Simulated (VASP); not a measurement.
Here is a VASP 6.6.1 calculation.

The input INCAR:

```
ALGO = Normal
EDIFF = 1E-6
ENCUT = 520
GGA = PE
ISIF = 2
ISMEAR = -1
LASPH = T
LCHARG = T
LELF = T
LREAL = F
LVHAR = T
LWAVE = F
NBANDS = 18
NELM = 100
PREC = Accurate
SIGMA = 0.05
```

Contents of KPOINTS:

```
k-points
0
Gamma
  13 13 13
```

The input POSCAR:

```
ZnAu
1.0
    3.0833039754      0.0000000000      0.0000000000
    0.0000000000      3.0833039754      0.0000000000
    0.0000000000      0.0000000000      3.0833039754
Zn Au
1 1
Direct
    0.5000000000      0.5000000000      0.5000000000
    0.0000000000      0.0000000000      0.0000000000
```

Potentials or basis: VASP PAW PBE potentials, release 64 (Zn, Au).

Run with:

```sh
$ cat potpaw_PBE.64/Zn/POTCAR potpaw_PBE.64/Au/POTCAR > POTCAR
$ mpirun -np 1 vasp_std > vasp.out
```

(1) Estimate the pressure.

Results:

(1) 15.3 GPa.
